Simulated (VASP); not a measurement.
# KF (F-43m) in VASP: notebook, part 2 of 2

VASP 6.6.1. The steps go on from the part before.

## (5) Single point, PBE (volume changed by +5%)

Input file INCAR:

```
ALGO = Normal
EDIFF = 1E-6
ENCUT = 520
GGA = PE
ISIF = 2
ISMEAR = 0
LASPH = T
LCHARG = F
LREAL = F
LWAVE = F
NBANDS = 15
NELM = 80
PREC = Accurate
SIGMA = 0.01
```

Input file KPOINTS:

```
k-points
0
Gamma
  4 4 4
```

Input file POSCAR:

```
KF
1.0
    0.0000000000      2.9835314167      2.9835314167
    2.9835314167      0.0000000000      2.9835314167
    2.9835314167      2.9835314167      0.0000000000
K F
1 1
Direct
    0.0000000000      0.0000000000      0.0000000000
    0.2500000000      0.2500000000      0.2500000000
```

Potentials or basis: VASP PAW PBE potentials, release 64 (K_sv, F).

The run is started by

```sh
$ cat potpaw_PBE.64/K_sv/POTCAR potpaw_PBE.64/F/POTCAR > POTCAR
$ mpirun -np 1 vasp_std > vasp.out
```

OUTCAR:

```text
EDIFF = 1E-6
   ENCUT = 520
   GGA = PE
   ISIF = 2
   ISMEAR = 0
   LASPH = T
   LREAL = F
   NELM = 80
   PREC = Accurate

 ion  position               nearest neighbor table
   1  0.000  0.000  0.000-   2 2.58   2 2.58   2 2.58   2 2.58
   2  0.250  0.250  0.250-   1 2.58   1 2.58   1 2.58   1 2.58

  LATTYP: Found a face centered cubic cell.
 ALAT       =     5.9670628334

  Lattice vectors:

 A1 = (   0.0000000000,   2.9835314167,   2.9835314167)
 A2 = (   2.9835314167,   0.0000000000,   2.9835314167)
 A3 = (   2.9835314167,   2.9835314167,   0.0000000000)

Analysis of symmetry for initial positions (statically):
=====================================================================
 Subroutine PRICEL returns:
 Original cell was already a primitive cell.

 Routine SETGRP: Setting up the symmetry group for a
 face centered cubic supercell.

 Subroutine GETGRP returns: Found 24 space group operations
 (whereof 24 operations were pure point group operations)
 out of a pool of 48 trial point group operations.

The static configuration has the point symmetry T_d .

Analysis of symmetry for dynamics (positions and initial velocities):
=====================================================================
 Subroutine PRICEL returns:
 Original cell was already a primitive cell.

 Routine SETGRP: Setting up the symmetry group for a
 face centered cubic supercell.

 Subroutine GETGRP returns: Found 24 space group operations
 (whereof 24 operations were pure point group operations)
 out of a pool of 48 trial point group operations.

The dynamic configuration has the point symmetry T_d .

 Subroutine INISYM returns: Found 24 space group operations
 (whereof 24 operations are pure point group operations),
 and found     1 'primitive' translations

----------------------------------------------------------------------------------------

                                     Primitive cell

  volume of cell :      53.1156

  direct lattice vectors                    reciprocal lattice vectors
     0.000000000  2.983531417  2.983531417    -0.167586638  0.167586638  0.167586638
     2.983531417  0.000000000  2.983531417     0.167586638 -0.167586638  0.167586638
     2.983531417  2.983531417  0.000000000     0.167586638  0.167586638 -0.167586638

  length of vectors
     4.219350593  4.219350593  4.219350593     0.290268572  0.290268572  0.290268572

  position of ions in fractional coordinates (direct lattice)
     0.000000000  0.000000000  0.000000000
     0.250000000  0.250000000  0.250000000

  ion indices of the primitive-cell ions
   primitive index   ion index
                 1           1
                 2           2

----------------------------------------------------------------------------------------

 KPOINTS: k-points

Automatic generation of k-mesh.
 Grid dimensions read from file:
 generate k-points for:    4    4    4

 Generating k-lattice:

  Cartesian coordinates                     Fractional coordinates (reciprocal lattice)
    -0.041896660  0.041896660  0.041896660     0.250000000  0.000000000  0.000000000
     0.041896660 -0.041896660  0.041896660     0.000000000  0.250000000  0.000000000
     0.041896660  0.041896660 -0.041896660     0.000000000  0.000000000  0.250000000

  Length of vectors
     0.072567143  0.072567143  0.072567143

  Shift w.r.t. Gamma in fractional coordinates (k-lattice)
     0.000000000  0.000000000  0.000000000

 Subroutine IBZKPT returns following result:
 ===========================================

 Found      8 irreducible k-points:

 Following reciprocal coordinates:
            Coordinates               Weight
  0.000000  0.000000  0.000000      1.000000
  0.250000  0.000000  0.000000      8.000000
  0.500000  0.000000  0.000000      4.000000
  0.250000  0.250000  0.000000      6.000000
  0.500000  0.250000  0.000000     24.000000
 -0.250000  0.250000  0.000000     12.000000
  0.500000  0.500000  0.000000      3.000000
 -0.250000  0.500000  0.250000      6.000000
   k-points           NKPTS =      8   k-points in BZ     NKDIM =      8   number of bands    NBANDS=     15
   number of dos      NEDOS =    301   number of ions     NIONS =      2
   total plane-waves  NPLWV =  32768
   dimension x,y,z NGX =    32 NGY =   32 NGZ =   32
   dimension x,y,z NGXF=    64 NGYF=   64 NGZF=   64
   ions per type =               1   1
   NGX,Y,Z   is equivalent  to a cutoff of  12.61, 12.61, 12.61 a.u.
   NGXF,Y,Z  is equivalent  to a cutoff of  25.22, 25.22, 25.22 a.u.
 SYSTEM =  unknown system
   PREC   = accura    normal or accurate (medium, high low for compatibility)
   ISTART =      0    job   : 0-new  1-cont  2-samecut
   ICHARG =      2    charge: 1-file 2-atom 10-const
   ISPIN  =      1    spin polarized calculation?
   LNONCOLLINEAR =      F non collinear calculations
   LSORBIT =      F    spin-orbit coupling
   LASPH  =      T    aspherical Exc in radial PAW
   ENCUT  =  520.0 eV  38.22 Ry    6.18 a.u.   7.85  7.85  7.85*2*pi/ulx,y,z
   NELM   =     80;   NELMIN=  2; NELMDL= -5     # of ELM steps
   EDIFF  = 0.1E-05   stopping-criterion for ELM
   LREAL  =      F    real-space projection
   EDIFFG = 0.1E-04   stopping-criterion for IOM
   NSW    =      0    number of steps for IOM
   IBRION =     -1    ionic relax: 0-MD 1-quasi-New 2-CG
   NFREE  =      0    steps in history (QN), initial steepest desc. (CG)
   ISIF   =      2    stress and relaxation
   ISYM   =      2    0-nonsym 1-usesym 2-fastsym
   POTIM  = 0.5000    time-step for ionic-motion
   TEBEG  =    0.0;   TEEND  =   0.0 temperature during run
   PSTRESS=    0.0 pullay stress
   NELECT =      16.0000    total number of electrons
   NUPDOWN=      -1.0000    fix difference up-down
   EMIN   =  10.00;   EMAX   =-10.00  energy-range for DOS
   EFERMI =   0.00;   METHOD = LEGACY
   ISMEAR =     0;   SIGMA  =   0.01  broadening in eV -4-tet -1-fermi 0-gaus
   EFERMI_NEDOS =   21; number of points for ismear=-14 and -15
   IALGO  =     38    algorithm
   IMIX   =      4    mixing-type and parameters
     AMIX     =   0.40;   BMIX     =  1.00
     AMIX_MAG =   1.60;   BMIX_MAG =  1.00
  volume/ion in A,a.u.               =      26.56       179.22
  Fermi-wavevector in a.u.,A,eV,Ry     =   1.097423  2.073829 16.386015  1.204338
  Thomas-Fermi vector in A             =   2.233783
   LORBIT       =      0    0 simple, 1 ext, 2 COOP (PROOUT), +10 PAW based schemes
   GGA     = PE    functional components
   LHFCALC =     F    Hartree Fock is set to
   AEXX    =    0.0000 exact exchange contribution
   IVDW    =     0    specifies the selected vdW correction
   LEPSILON=     F    determine dielectric tensor
   LRPA    =     F    only Hartree local field effects (RPA)
 non-spin polarized calculation
 Gauss-broadening in eV      SIGMA  =   0.01
  energy-cutoff  :      520.00
  volume of cell :       53.12
 maximum number of plane-waves:      1459
   NGX = 15   NGY = 15   NGZ = 15

 number of electron      16.0000010 magnetization

 Free energy of the ion-electron system (eV)
  ---------------------------------------------------
  ext. energy  EPLUGINS =         0.00000000
  ---------------------------------------------------
  free energy    TOTEN  =        -8.12944778 eV

  energy without entropy =       -8.12944778  energy(sigma->0) =       -8.12944778

 E-fermi :  -3.6169     XC(G=0):  -6.8350

 val. band max:       -3.7386296880   @ k =  -0.2500   0.5000   0.2500
 cond. band min:       1.2884645739   @ k =   0.0000   0.0000   0.0000
 fundamental gap:      5.0270942619
 Fermi energy:        -3.6168729559

 k-point     1 :       0.0000    0.0000    0.0000
  band No.  band energies     occupation
      1     -30.0748      2.00000
      2     -22.2381      2.00000
      3     -13.4913      2.00000
      4     -13.4913      2.00000
      5     -13.4913      2.00000
      6      -3.9121      2.00000
      7      -3.9121      2.00000
      8      -3.9121      2.00000
      9       1.2885      0.00000
     10       7.8285      0.00000
     11       7.8285      0.00000
     12       7.9205      0.00000
     13       7.9205      0.00000
     14       7.9205      0.00000
[... 113 lines left out ...]
      2     -22.3214      2.00000
      3     -13.6529      2.00000
      4     -13.5987      2.00000
      5     -13.4573      2.00000
      6      -3.9727      2.00000
      7      -3.8968      2.00000
      8      -3.7386      2.00000
      9       4.4112      0.00000
     10       4.7947      0.00000
     11       7.4758      0.00000
     12       8.0010      0.00000
     13       9.1755      0.00000
     14       9.5004      0.00000
     15       9.6003      0.00000

------------------------ aborting loop because EDIFF is reached ----------------------------------------

  FORCE on cell =-STRESS in cart. coord.  units (eV):
  Direction    XX          YY          ZZ          XY          YZ          ZX
  --------------------------------------------------------------------------------------
  -------------------------------------------------------------------------------------
  Total       -0.0514136     -0.0514136     -0.0514136      0.0000000      0.0000000      0.0000000
  in kB       -1.5508383     -1.5508383     -1.5508383      0.0000000      0.0000000      0.0000000
  external PRESSURE =      -1.5508383 kB  Pullay stress =       0.0000000 kB

 VOLUME and BASIS-vectors are now :
 -----------------------------------------------------------------------------
  energy-cutoff  :      520.00
  volume of cell :       53.12
      direct lattice vectors                 reciprocal lattice vectors
     0.000000000  2.983531417  2.983531417    -0.167586638  0.167586638  0.167586638
     2.983531417  0.000000000  2.983531417     0.167586638 -0.167586638  0.167586638
     2.983531417  2.983531417  0.000000000     0.167586638  0.167586638 -0.167586638

 POSITION                                       TOTAL-FORCE (eV/Angst)
 -----------------------------------------------------------------------------------
      0.00000      0.00000      0.00000        -0.000000      0.000000      0.000000
      1.49177      1.49177      1.49177         0.000000     -0.000000     -0.000000
 -----------------------------------------------------------------------------------
    total drift:                               -0.000000     -0.000000     -0.000000

  FREE ENERGIE OF THE ION-ELECTRON SYSTEM (eV)
  ---------------------------------------------------
  free  energy   TOTEN  =        -8.1294477764 eV

  energy  without entropy=       -8.1294477764  energy(sigma->0) =       -8.12944778
```

Wall time 17 s (1 thread of AMD EPYC 7R13, shared host); peak memory 0.14 GiB.

Results:

| Property | Result |
| --- | --- |
| Free energy | -8.1294 eV |
| Pressure | -0.2 GPa |
| Band gap on the k mesh | 5.03 eV, indirect (least direct gap 5.20 eV) |

Levels at points of the mesh, in eV from the valence-band top:
| k point | band 6 | band 7 | band 8 | band 9 | band 10 | band 11 |
| --- | --- | --- | --- | --- | --- | --- |
| (0.00, 0.00, 0.00) | -0.17 | -0.17 | -0.17 | 5.03 | 11.57 | 11.57 |
| (0.50, 0.00, 0.00) | -0.26 | -0.10 | -0.10 | 7.83 | 8.96 | 10.71 |
| (0.50, 0.50, 0.00) | -0.41 | 0.00 | 0.00 | 8.12 | 8.26 | 11.94 |

Caveat: the k points lie up to 0.46 Å⁻¹ apart.

## (6) Single point, PBE (volume changed by +10%)

Input file INCAR:

```
  PREC = Accurate
  ENCUT = 520
  EDIFF = 1E-6
  ISMEAR = 0
  SIGMA = 0.01
  LREAL = False
  LASPH = True
  NELM = 100
  ALGO = Normal
  ISIF = 2
  LWAVE = False
  LCHARG = False
  GGA = PE
  NBANDS = 15
```

Input file KPOINTS:

```
regular mesh
0
Gamma
  4 4 4
```

Input file POSCAR:

```
KF
1.0
    0.0000000000      3.0301566261      3.0301566261
    3.0301566261      0.0000000000      3.0301566261
    3.0301566261      3.0301566261      0.0000000000
K F
1 1
Direct
    0.0000000000      0.0000000000      0.0000000000
    0.2500000000      0.2500000000      0.2500000000
```

Potentials or basis: VASP PAW PBE potentials, release 64 (K_sv, F).

The run is started by

```sh
$ cat potpaw_PBE.64/K_sv/POTCAR potpaw_PBE.64/F/POTCAR > POTCAR
$ mpirun -np 1 vasp_std > vasp.out
```

Run time: 18 s. Hardware: 1 thread of AMD EPYC 7R13, shared host; peak memory 0.14 GiB.

Results (log left out):

```yaml
Free_energy: -8.1224 eV
Pressure: -1.0 GPa
Band_gap_on_the_k_mesh: 4.90 eV, indirect (least direct gap 5.05 eV)
```

Levels at points of the mesh, in eV from the valence-band top:
| k point | band 4 | band 5 | band 6 | band 7 | band 8 | band 9 | band 10 | band 11 | band 12 | band 13 |
| --- | --- | --- | --- | --- | --- | --- | --- | --- | --- | --- |
| (0.00, 0.00, 0.00) | -9.91 | -9.91 | -0.14 | -0.14 | -0.14 | 4.90 | 11.38 | 11.38 | 11.43 | 11.43 |
| (0.50, 0.00, 0.00) | -9.94 | -9.94 | -0.24 | -0.08 | -0.08 | 7.67 | 8.72 | 10.54 | 10.54 | 12.50 |
| (0.50, 0.50, 0.00) | -10.00 | -9.93 | -0.37 | 0.00 | 0.00 | 7.99 | 8.13 | 11.60 | 12.43 | 12.47 |

Caveat: the k points lie up to 0.45 Å⁻¹ apart. A k mesh can miss the band edges.

## (7) Overview

```csv
cell,gap on the mesh (eV),pressure (GPa)
"a = 4.151 Å, angles 60.0°, 2 atoms",5.16,0.9
"a = 4.081 Å, angles 60.0°, 2 atoms",5.30,2.4
"a = 4.008 Å, angles 60.0°, 2 atoms",5.45,4.3
"a = 4.219 Å, angles 60.0°, 2 atoms",5.03,-0.2
"a = 4.285 Å, angles 60.0°, 2 atoms",4.90,-1.0
```

Alike in all rows: task single point; level PBE; potentials or basis VASP PAW PBE potentials, release 64 (K_sv, F); no spin polarisation; k mesh 4 × 4 × 4; cutoff (eV) 520; smearing gaussian 0.01 eV.

Caveats: all runs use coarse meshes.

Absolute energies hang on the potentials; compare differences alone.
